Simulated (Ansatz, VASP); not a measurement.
**Two plane-wave programs on Si23H4O48**

```
Si O H
1.0
     9.83160    0.00000    0.00000
    -4.91580    8.51441    0.00000
     0.00000    0.00000   10.81820
Si O H
23 48 4
Direct
  0.26684 0.00098 0.16347
  0.00285 0.27037 0.33570
  0.23061 0.23541 0.00010
  0.26535 0.99775 0.66365
  0.99321 0.26636 0.83503
  0.23231 0.22851 0.50175
  0.26828 0.50274 0.16721
  0.99978 0.76761 0.33315
  0.23386 0.73303 0.99665
  0.99892 0.76669 0.83271
  0.23443 0.73561 0.49762
  0.76924 0.00430 0.16724
  0.49845 0.26709 0.33264
  0.72664 0.23202 0.00030
  0.76572 0.00123 0.66690
  0.49457 0.26577 0.83203
  0.73277 0.23381 0.49924
  0.76517 0.50083 0.16730
  0.50119 0.77037 0.33205
  0.73508 0.73690 0.00121
  0.76319 0.49956 0.66634
  0.50465 0.76921 0.83163
  0.73275 0.73549 0.49969
  0.06877 0.20662 0.44624
  0.29612 0.36583 0.10991
  0.14021 0.43474 0.27866
  0.20246 0.06990 0.05539
  0.36238 0.29444 0.39136
  0.43070 0.13842 0.22135
  0.06543 0.20987 0.94571
  0.30388 0.35177 0.61665
  0.13567 0.42902 0.77808
  0.19971 0.05743 0.54993
  0.35846 0.29582 0.88797
  0.42848 0.13645 0.72173
  0.06790 0.70632 0.44383
  0.29912 0.86841 0.10315
  0.13683 0.93004 0.27352
  0.20408 0.56985 0.05801
  0.36398 0.79940 0.38658
  0.43429 0.64068 0.22152
  0.06775 0.70498 0.94236
  0.29936 0.86433 0.60902
  0.13503 0.93004 0.77389
  0.20585 0.56995 0.55544
  0.35939 0.78706 0.88338
  0.45745 0.64843 0.71430
  0.56833 0.20467 0.44119
  0.79072 0.36288 0.10970
  0.63447 0.43318 0.27686
  0.70322 0.06912 0.05732
  0.86583 0.29920 0.39139
  0.93374 0.14158 0.22412
  0.56175 0.20462 0.94369
  0.79140 0.36227 0.61097
  0.63035 0.43231 0.77517
  0.70537 0.06909 0.55548
  0.85400 0.29271 0.88822
  0.93076 0.13663 0.72449
  0.56846 0.70787 0.44230
  0.79902 0.86851 0.11014
  0.63944 0.93563 0.27729
  0.70548 0.57144 0.05743
  0.86379 0.79712 0.38999
  0.93059 0.63562 0.22438
  0.56975 0.70901 0.94538
  0.79447 0.86456 0.61073
  0.63681 0.93933 0.77827
  0.70413 0.56993 0.55610
  0.86338 0.79661 0.88968
  0.92852 0.63351 0.72462
  0.45230 0.54777 0.72534
  0.22975 0.35611 0.67555
  0.28229 0.58179 0.58713
  0.11633 0.47967 0.70696
```

Alike in both runs: task single point; functional PBE; k mesh 1 × 1 × 1; occupations gaussian, width 0.02 eV; no spin polarisation.

|  | VASP | Ansatz |
| --- | --- | --- |
| version | VASP 6.6.1 | Ansatz 0.2.0 |
| potentials or method | VASP PAW PBE potentials, release 64 (Si, O, H) | scalar-relativistic, plane waves, PAW |
| plane-wave cutoff (eV) | 520 | 420 |
| valence electrons in the cell | 384 | 384 |

```tsv
	VASP	Ansatz	Ansatz less VASP
gap on the k mesh at the Fermi level (eV)	5.74	5.74	0.000
least direct gap on the mesh (eV)	5.74	5.74	0.000
```

The functional is the same, so the differences come from potentials, cutoffs and numerics.
